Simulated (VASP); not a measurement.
Input of a VASP 6.6.1 run:

Contents of INCAR:

```
SYSTEM = CaSi47
PREC = Accurate ; ENCUT = 520
EDIFF = 1E-8 ; ISMEAR = -1
SIGMA = 0.01 ; LREAL = Auto
LASPH = .TRUE. ; NELM = 100
ALGO = Normal ; ISIF = 2
LWAVE = .FALSE. ; LCHARG = .FALSE.
GGA = PE ; LEFG = .TRUE.
NELECT = 200.0 ; NBANDS = 129
```

The input KPOINTS:

```
regular mesh
0
G
  3 2 2
  0 0 0
```

The input POSCAR:

```
CaSi47
1.0
    7.3320000000      0.0000000000      0.0000000000
   -4.8880000000      8.4662643472      0.0000000000
    0.0000000000      0.0000000000      8.3040000000
Ca Si
1 47
Direct
    0.1111111111      0.1666666667      0.1250000000
    0.1111111111      0.1666666667      0.6250000000
    0.1111111111      0.4166666667      0.1250000000
    0.1111111111      0.4166666667      0.6250000000
    0.1111111111      0.6666666667      0.1250000000
    0.1111111111      0.6666666667      0.6250000000
    0.1111111111      0.9166666667      0.1250000000
    0.1111111111      0.9166666667      0.6250000000
    0.4444444444      0.1666666667      0.1250000000
    0.4444444444      0.1666666667      0.6250000000
    0.4444444444      0.4166666667      0.1250000000
    0.4444444444      0.4166666667      0.6250000000
    0.4444444444      0.6666666667      0.1250000000
    0.4444444444      0.6666666667      0.6250000000
    0.4444444444      0.9166666667      0.1250000000
    0.4444444444      0.9166666667      0.6250000000
    0.7777777778      0.1666666667      0.1250000000
    0.7777777778      0.1666666667      0.6250000000
    0.7777777778      0.4166666667      0.1250000000
    0.7777777778      0.4166666667      0.6250000000
    0.7777777778      0.6666666667      0.1250000000
    0.7777777778      0.6666666667      0.6250000000
    0.7777777778      0.9166666667      0.1250000000
    0.7777777778      0.9166666667      0.6250000000
    0.2222222222      0.0833333333      0.3750000000
    0.2222222222      0.0833333333      0.8750000000
    0.2222222222      0.3333333333      0.3750000000
    0.2222222222      0.3333333333      0.8750000000
    0.2222222222      0.5833333333      0.3750000000
    0.2222222222      0.5833333333      0.8750000000
    0.2222222222      0.8333333333      0.3750000000
    0.2222222222      0.8333333333      0.8750000000
    0.5555555556      0.0833333333      0.3750000000
    0.5555555556      0.0833333333      0.8750000000
    0.5555555556      0.3333333333      0.3750000000
    0.5555555556      0.3333333333      0.8750000000
    0.5555555556      0.5833333333      0.3750000000
    0.5555555556      0.5833333333      0.8750000000
    0.5555555556      0.8333333333      0.3750000000
    0.5555555556      0.8333333333      0.8750000000
    0.8888888889      0.0833333333      0.3750000000
    0.8888888889      0.0833333333      0.8750000000
    0.8888888889      0.3333333333      0.3750000000
    0.8888888889      0.3333333333      0.8750000000
    0.8888888889      0.5833333333      0.3750000000
    0.8888888889      0.5833333333      0.8750000000
    0.8888888889      0.8333333333      0.3750000000
    0.8888888889      0.8333333333      0.8750000000
```

Potentials or basis: VASP PAW PBE potentials, release 64 (Ca_sv, Si).

Run with:

```sh
$ cat potpaw_PBE.64/Ca_sv/POTCAR potpaw_PBE.64/Si/POTCAR > POTCAR
$ mpirun -np 1 vasp_std > vasp.out
```

Task: Predict the largest force.

Result: 1.404 eV/Å.

Forces on the atoms (eV/Å):
```
Ca   0.207  0.047  0.000
Si   0.005  0.053  0.000
Si  -0.734  1.197  0.000
Si  -0.186 -0.026  0.000
Si  -0.058 -0.015  0.000
Si  -0.166 -0.059  0.000
Si   0.613 -1.219  0.000
Si   0.063  0.042  0.000
Si   1.082 -0.091  0.000
Si  -0.029  0.073  0.000
Si   0.453  1.123  0.000
Si   0.130 -0.039  0.000
Si  -0.098 -0.210  0.000
Si   0.105  0.023  0.000
Si  -0.167  0.131  0.000
Si  -0.017  0.120  0.000
Si  -1.237  0.088  0.000
Si  -0.115  0.159  0.000
Si   0.122 -0.067  0.000
Si   0.002 -0.083  0.000
Si   0.101  0.261  0.000
Si  -0.040  0.112  0.000
Si  -0.603 -1.123  0.000
Si  -0.047  0.075  0.000
Si   0.659 -0.347  0.814
Si   0.659 -0.347 -0.814
Si   0.092  0.681  0.824
Si   0.092  0.681 -0.824
Si  -0.032 -0.139 -0.003
Si  -0.032 -0.139  0.003
Si  -0.068  0.050 -0.023
Si  -0.068  0.050  0.023
Si  -0.001  0.073 -0.001
Si  -0.001  0.073  0.001
Si   0.035 -0.007  0.082
Si   0.035 -0.007 -0.082
Si  -0.006 -0.114  0.045
Si  -0.006 -0.114 -0.045
Si   0.080  0.025 -0.068
Si   0.080  0.025  0.068
Si  -0.570 -0.416  0.945
Si  -0.570 -0.416 -0.945
Si  -0.034  0.097  0.019
Si  -0.034  0.097 -0.019
Si   0.088 -0.050  0.110
Si   0.088 -0.050 -0.110
Si   0.066 -0.141  0.051
Si   0.066 -0.141 -0.051
```

Caveat: the k points lie up to 0.38 Å⁻¹ apart; the cell carries a net charge on a neutralising background, which shifts energy and pressure; without QUAD_EFG the Cq values of the log hold for a quadrupole moment of 1 mb, not for the nuclei.
